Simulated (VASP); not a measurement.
# CdS (F-43m) in VASP: further runs

CdS is run at these levels: revPBE+D3(BJ), LDA; tasks: single point.

All numbers are computed with VASP 6.6.1; they aren't measurements. Logs are shortened: lines on timing, memory, paths and dates and some standing lists are left out, and cuts for length are marked.

## 1. The cell of the first run

It takes space group F-43m (No. 216, cubic). The conventional cell has a = 5.872 Å, b = 5.872 Å, c = 5.872 Å, α = 90.00°, β = 90.00°, γ = 90.00°. Cd (site symmetry -43m) has 4 S at 2.54 Å within 3.4 Å. Within 3.4 Å of S (site symmetry -43m) lie 4 Cd at 2.54 Å.

## 2. Single point, revPBE+D3(BJ)

File INCAR:

```
PREC = Accurate
ENCUT = 630
EDIFF = 1E-6
ISMEAR = -1
SIGMA = 0.05
LREAL = False
LASPH = True
NELM = 120
ALGO = Normal
ISIF = 2
LWAVE = False
LCHARG = False
GGA = RE
IVDW = 12
NBANDS = 20
GGA_COMPAT = False
```

File KPOINTS:

```
Automatic mesh
0
Gamma
  8 8 8
```

File POSCAR:

```
CdS
1.0
    0.0000000000      2.9358151324      2.9358151324
    2.9358151324      0.0000000000      2.9358151324
    2.9358151324      2.9358151324      0.0000000000
Cd S
1 1
Direct
    0.0000000000      0.0000000000      0.0000000000
    0.7500000000      0.7500000000      0.7500000000
```

Potentials or basis: VASP PAW PBE potentials, release 64 (Cd_sv_GW, S).

Run with:

```bash
> cat potpaw_PBE.64/Cd_sv_GW/POTCAR potpaw_PBE.64/S/POTCAR > POTCAR
> mpirun -np 1 vasp_std > vasp.out
```

OUTCAR:

```text
PREC = Accurate
   ENCUT = 630
   EDIFF = 1E-6
   ISMEAR = -1
   LREAL = False
   LASPH = True
   NELM = 120
   ISIF = 2
   GGA = RE
   IVDW = 12
 IVDW          = 12

 ion  position               nearest neighbor table
   1  0.000  0.000  0.000-   2 2.54   2 2.54   2 2.54   2 2.54
   2  0.750  0.750  0.750-   1 2.54   1 2.54   1 2.54   1 2.54

  LATTYP: Found a face centered cubic cell.
 ALAT       =     5.8716302648

  Lattice vectors:

 A1 = (   0.0000000000,   2.9358151324,   2.9358151324)
 A2 = (   2.9358151324,   0.0000000000,   2.9358151324)
 A3 = (   2.9358151324,   2.9358151324,   0.0000000000)

Analysis of symmetry for initial positions (statically):
=====================================================================
 Subroutine PRICEL returns:
 Original cell was already a primitive cell.

 Routine SETGRP: Setting up the symmetry group for a
 face centered cubic supercell.

 Subroutine GETGRP returns: Found 24 space group operations
 (whereof 24 operations were pure point group operations)
 out of a pool of 48 trial point group operations.

The static configuration has the point symmetry T_d .

Analysis of symmetry for dynamics (positions and initial velocities):
=====================================================================
 Subroutine PRICEL returns:
 Original cell was already a primitive cell.

 Routine SETGRP: Setting up the symmetry group for a
 face centered cubic supercell.

 Subroutine GETGRP returns: Found 24 space group operations
 (whereof 24 operations were pure point group operations)
 out of a pool of 48 trial point group operations.

The dynamic configuration has the point symmetry T_d .

 Subroutine INISYM returns: Found 24 space group operations
 (whereof 24 operations are pure point group operations),
 and found     1 'primitive' translations

----------------------------------------------------------------------------------------

                                     Primitive cell

  volume of cell :      50.6076

  direct lattice vectors                    reciprocal lattice vectors
     0.000000000  2.935815132  2.935815132    -0.170310451  0.170310451  0.170310451
     2.935815132  0.000000000  2.935815132     0.170310451 -0.170310451  0.170310451
     2.935815132  2.935815132  0.000000000     0.170310451  0.170310451 -0.170310451

  length of vectors
     4.151869577  4.151869577  4.151869577     0.294986355  0.294986355  0.294986355

  position of ions in fractional coordinates (direct lattice)
     0.000000000  0.000000000  0.000000000
     0.750000000  0.750000000  0.750000000

  ion indices of the primitive-cell ions
   primitive index   ion index
                 1           1
                 2           2

----------------------------------------------------------------------------------------

 KPOINTS: Automatic mesh

Automatic generation of k-mesh.
 Grid dimensions read from file:
 generate k-points for:    8    8    8

 Generating k-lattice:

  Cartesian coordinates                     Fractional coordinates (reciprocal lattice)
    -0.021288806  0.021288806  0.021288806     0.125000000  0.000000000  0.000000000
     0.021288806 -0.021288806  0.021288806     0.000000000  0.125000000  0.000000000
     0.021288806  0.021288806 -0.021288806     0.000000000  0.000000000  0.125000000

  Length of vectors
     0.036873294  0.036873294  0.036873294

  Shift w.r.t. Gamma in fractional coordinates (k-lattice)
     0.000000000  0.000000000  0.000000000

 Subroutine IBZKPT returns following result:
 ===========================================

 Found     29 irreducible k-points:

 Following reciprocal coordinates:
            Coordinates               Weight
  0.000000  0.000000  0.000000      1.000000
  0.125000  0.000000  0.000000      8.000000
  0.250000  0.000000  0.000000      8.000000
  0.375000  0.000000  0.000000      8.000000
  0.500000  0.000000  0.000000      4.000000
  0.125000  0.125000  0.000000      6.000000
[... 16 lines left out ...]
  0.500000  0.250000  0.125000     48.000000
 -0.375000  0.250000  0.125000     24.000000
 [... further k-points ...]
   k-points           NKPTS =     29   k-points in BZ     NKDIM =     29   number of bands    NBANDS=     20
   number of dos      NEDOS =    301   number of ions     NIONS =      2
   total plane-waves  NPLWV =  46656
   dimension x,y,z NGX =    36 NGY =   36 NGZ =   36
   dimension x,y,z NGXF=    72 NGYF=   72 NGZF=   72
   ions per type =               1   1
   NGX,Y,Z   is equivalent  to a cutoff of  14.41, 14.41, 14.41 a.u.
   NGXF,Y,Z  is equivalent  to a cutoff of  28.83, 28.83, 28.83 a.u.
 SYSTEM =  unknown system
   PREC   = accura    normal or accurate (medium, high low for compatibility)
   ISTART =      0    job   : 0-new  1-cont  2-samecut
   ICHARG =      2    charge: 1-file 2-atom 10-const
   ISPIN  =      1    spin polarized calculation?
   LNONCOLLINEAR =      F non collinear calculations
   LSORBIT =      F    spin-orbit coupling
   LASPH  =      T    aspherical Exc in radial PAW
   ENCUT  =  630.0 eV  46.30 Ry    6.80 a.u.   8.50  8.50  8.50*2*pi/ulx,y,z
   NELM   =    120;   NELMIN=  2; NELMDL= -5     # of ELM steps
   EDIFF  = 0.1E-05   stopping-criterion for ELM
   LREAL  =      F    real-space projection
   EDIFFG = 0.1E-04   stopping-criterion for IOM
   NSW    =      0    number of steps for IOM
   IBRION =     -1    ionic relax: 0-MD 1-quasi-New 2-CG
   NFREE  =      0    steps in history (QN), initial steepest desc. (CG)
   ISIF   =      2    stress and relaxation
   ISYM   =      2    0-nonsym 1-usesym 2-fastsym
   POTIM  = 0.5000    time-step for ionic-motion
   TEBEG  =    0.0;   TEEND  =   0.0 temperature during run
   PSTRESS=    0.0 pullay stress
   NELECT =      26.0000    total number of electrons
   NUPDOWN=      -1.0000    fix difference up-down
   EMIN   =  10.00;   EMAX   =-10.00  energy-range for DOS
   EFERMI =   0.00;   METHOD = LEGACY
   ISMEAR =    -1;   SIGMA  =   0.05  broadening in eV -4-tet -1-fermi 0-gaus
   EFERMI_NEDOS =   21; number of points for ismear=-14 and -15
   IALGO  =     38    algorithm
   IMIX   =      4    mixing-type and parameters
     AMIX     =   0.40;   BMIX     =  1.00
     AMIX_MAG =   1.60;   BMIX_MAG =  1.00
  volume/ion in A,a.u.               =      25.30       170.76
  Fermi-wavevector in a.u.,A,eV,Ry     =   1.311175  2.477761 23.390853  1.719179
  Thomas-Fermi vector in A             =   2.441654
   LORBIT       =      0    0 simple, 1 ext, 2 COOP (PROOUT), +10 PAW based schemes
   GGA     = RE    functional components
   LHFCALC =     F    Hartree Fock is set to
   AEXX    =    0.0000 exact exchange contribution
   IVDW    =    12    specifies the selected vdW correction
   LEPSILON=     F    determine dielectric tensor
   LRPA    =     F    only Hartree local field effects (RPA)
 non-spin polarized calculation
  energy-cutoff  :      630.00
  volume of cell :       50.61
 maximum number of plane-waves:      1840
 NGX is ok and might be reduce to    36
   NGX = 17   NGY = 17   NGZ = 17

 number of electron      26.0000002 magnetization

 Free energy of the ion-electron system (eV)
  ---------------------------------------------------
  ext. energy  EPLUGINS =         0.00000000
  ---------------------------------------------------
  free energy    TOTEN  =        -5.63354062 eV

  energy without entropy =       -5.63354057  energy(sigma->0) =       -5.63354059

 E-fermi :   3.4061     XC(G=0):  -8.9737

 val. band max:        2.7457599332   @ k =   0.0000   0.0000   0.0000
 cond. band min:       3.9857810464   @ k =   0.0000   0.0000   0.0000
 fundamental gap:      1.2400211132
 Fermi energy:         3.4060555832

 k-point     1 :       0.0000    0.0000    0.0000
  band No.  band energies     occupation
      1     -98.5661      2.00000
      2     -59.6274      2.00000
      3     -59.6274      2.00000
      4     -59.6274      2.00000
      5      -9.4800      2.00000
      6      -4.9111      2.00000
[... 12 lines left out ...]
     19      14.1973      0.00000
     20      14.2890      0.00000

 k-point     2 :       0.1250    0.0000    0.0000
  band No.  band energies     occupation
      1     -98.5661      2.00000
      2     -59.6274      2.00000
      3     -59.6274      2.00000
      4     -59.6274      2.00000
      5      -9.4212      2.00000
      6      -4.8899      2.00000
[... 12 lines left out ...]
     19      13.6351      0.00000
     20      14.8534      0.00000

 k-point     3 :       0.2500    0.0000    0.0000
  band No.  band energies     occupation
      1     -98.5661      2.00000
      2     -59.6276      2.00000
      3     -59.6274      2.00000
      4     -59.6274      2.00000
      5      -9.2788      2.00000
      6      -4.8439      2.00000
[... 12 lines left out ...]
     19      13.4007      0.00000
     20      14.2004      0.00000

 k-point     4 :       0.3750    0.0000    0.0000
  band No.  band energies     occupation
      1     -98.5661      2.00000
      2     -59.6278      2.00000
      3     -59.6275      2.00000
      4     -59.6275      2.00000
      5      -9.1367      2.00000
      6      -4.8083      2.00000
[... 12 lines left out ...]
     19      14.2094      0.00000
     20      14.2094      0.00000

 k-point     5 :       0.5000    0.0000    0.0000
  band No.  band energies     occupation
      1     -98.5661      2.00000
      2     -59.6278      2.00000
      3     -59.6274      2.00000
      4     -59.6274      2.00000
      5      -9.0783      2.00000
      6      -4.7973      2.00000
[... 12 lines left out ...]
     19      15.1828      0.00000
     20      15.1828      0.00000

 k-point     6 :       0.1250    0.1250    0.0000
  band No.  band energies     occupation
      1     -98.5661      2.00000
      2     -59.6274      2.00000
      3     -59.6274      2.00000
      4     -59.6274      2.00000
      5      -9.4018      2.00000
      6      -4.8694      2.00000
[... 12 lines left out ...]
     19      14.2821      0.00000
     20      15.4699      0.00000

 k-point     7 :       0.2500    0.1250    0.0000
  band No.  band energies     occupation
      1     -98.5661      2.00000
      2     -59.6276      2.00000
      3     -59.6274      2.00000
      4     -59.6274      2.00000
      5      -9.2876      2.00000
      6      -4.8399      2.00000
[... 12 lines left out ...]
     19      14.1611      0.00000
     20      15.5326      0.00000
[... 277 lines left out ...]
 k-point    20 :      -0.3750    0.3750    0.0000
  band No.  band energies     occupation
      1     -98.5661      2.00000
      2     -59.6278      2.00000
      3     -59.6277      2.00000
      4     -59.6276      2.00000
      5      -8.9656      2.00000
      6      -4.7202      2.00000
[... 12 lines left out ...]
     19      14.7022      0.00000
     20      16.8491      0.00000

 k-point    21 :       0.5000    0.5000    0.0000
  band No.  band energies     occupation
      1     -98.5661      2.00000
      2     -59.6278      2.00000
      3     -59.6275      2.00000
      4     -59.6275      2.00000
      5      -8.9540      2.00000
      6      -4.6999      2.00000
[... 12 lines left out ...]
     19      14.9250      0.00000
     20      16.1164      0.00000

 k-point    22 :       0.3750    0.2500    0.1250
  band No.  band energies     occupation
      1     -98.5661      2.00000
      2     -59.6277      2.00000
      3     -59.6275      2.00000
      4     -59.6275      2.00000
      5      -9.1743      2.00000
      6      -4.7938      2.00000
[... 12 lines left out ...]
     19      14.6807      0.00000
     20      16.6349      0.00000

 k-point    23 :       0.5000    0.2500    0.1250
  band No.  band energies     occupation
      1     -98.5661      2.00000
      2     -59.6278      2.00000
      3     -59.6276      2.00000
      4     -59.6275      2.00000
      5      -9.0625      2.00000
      6      -4.7596      2.00000
[... 12 lines left out ...]
     19      15.5215      0.00000
     20      15.7312      0.00000

 k-point    24 :      -0.3750    0.2500    0.1250
  band No.  band energies     occupation
      1     -98.5661      2.00000
      2     -59.6278      2.00000
      3     -59.6276      2.00000
      4     -59.6275      2.00000
      5      -9.0169      2.00000
      6      -4.7546      2.00000
[... 12 lines left out ...]
     19      15.0082      0.00000
     20      15.7971      0.00000

 [... further k-points ...]

------------------------ aborting loop because EDIFF is reached ----------------------------------------

 Edisp (eV)   -1.15503

 E8    (eV) :    -0.7824

  FORCE on cell =-STRESS in cart. coord.  units (eV):
  Direction    XX          YY          ZZ          XY          YZ          ZX
  --------------------------------------------------------------------------------------
  -------------------------------------------------------------------------------------
  Total      -0.37743    -0.37743    -0.37743    -0.00000     0.00000    -0.00000
  in kB     -11.94905   -11.94905   -11.94905    -0.00000     0.00000    -0.00000
  external pressure =      -11.95 kB  Pullay stress =        0.00 kB

 VOLUME and BASIS-vectors are now :
 -----------------------------------------------------------------------------
  energy-cutoff  :      630.00
  volume of cell :       50.61
      direct lattice vectors                 reciprocal lattice vectors
     0.000000000  2.935815132  2.935815132    -0.170310451  0.170310451  0.170310451
     2.935815132  0.000000000  2.935815132     0.170310451 -0.170310451  0.170310451
     2.935815132  2.935815132  0.000000000     0.170310451  0.170310451 -0.170310451

 POSITION                                       TOTAL-FORCE (eV/Angst)
 -----------------------------------------------------------------------------------
      0.00000      0.00000      0.00000         0.000000     -0.000000      0.000000
      4.40372      4.40372      4.40372         0.000000      0.000000     -0.000000
 -----------------------------------------------------------------------------------
    total drift:                               -0.000000     -0.000000      0.000000

  FREE ENERGIE OF THE ION-ELECTRON SYSTEM (eV)
  ---------------------------------------------------
  free  energy   TOTEN  =        -6.7885742733 eV

  energy  without entropy=       -6.7885742232  energy(sigma->0) =       -6.78857425
```

Run time: 47 s. Hardware: 1 thread of Intel Xeon Platinum 8259CL at 2.50GHz (Skylake/Cascade Lake), shared host; peak memory 0.24 GiB.

What came out:

| Item | Value |
| --- | --- |
| Free energy | -6.7886 eV |
| Pressure | -1.2 GPa |
| Band gap on the k mesh | 1.24 eV |
| Dispersion energy per atom | -0.578 eV |

Caveat: the PAW data sets were made with another functional, which shifts forces and pressure a little. As with any semilocal functional, this revPBE gap is likely too small.

## 3. Single point, LDA

This run uses another cell than the first one, of 24.81 Å³/atom.

File INCAR:

```
ALGO = Normal
EDIFF = 1E-6
ENCUT = 630
GGA_COMPAT = F
ISIF = 2
ISMEAR = -1
LASPH = T
LCHARG = T
LELF = T
LREAL = F
LVHAR = T
LWAVE = F
NBANDS = 20
NELM = 120
PREC = Accurate
SIGMA = 0.05
```

File KPOINTS:

```
k-points
0
Gamma
  8 8 8
```

File POSCAR:

```
CdS
1.0
    0.0000000000      2.9165000000      2.9165000000
    2.9165000000      0.0000000000      2.9165000000
    2.9165000000      2.9165000000      0.0000000000
Cd S
1 1
Direct
    0.0000000000      0.0000000000      0.0000000000
    0.7500000000      0.7500000000      0.7500000000
```

Potentials or basis: VASP PAW LDA potentials, release 64 (Cd_sv_GW, S).

Run with:

```bash
> cat potpaw_LDA.64/Cd_sv_GW/POTCAR potpaw_LDA.64/S/POTCAR > POTCAR
> mpirun -np 1 vasp_std > vasp.out
```

It took 35 s on 1 thread of Intel Xeon Platinum 8488C (Sapphire Rapids), shared host; peak memory 0.2 GiB.

The run converged. Its results:

| Item | Value |
| --- | --- |
| Free energy | -7.4348 eV |
| Pressure | -2.5 GPa |
| Band gap on the k mesh | 0.89 eV |

Levels at points of the mesh, in eV from the valence-band top:
```
           k point  band 10  band 11  band 12  band 13  band 14  band 15  band 16  band 17
(0.00, 0.00, 0.00)    -7.29     0.00     0.00     0.00     0.88     6.37     6.37     6.37
(0.50, 0.00, 0.00)    -6.90    -4.51    -0.77    -0.77     2.78     6.85     6.85     7.21
(0.50, 0.50, 0.00)    -6.84    -4.05    -1.92    -1.92     3.32     4.18     8.92    10.55
```

As with any semilocal functional, this LDA gap is likely too small.
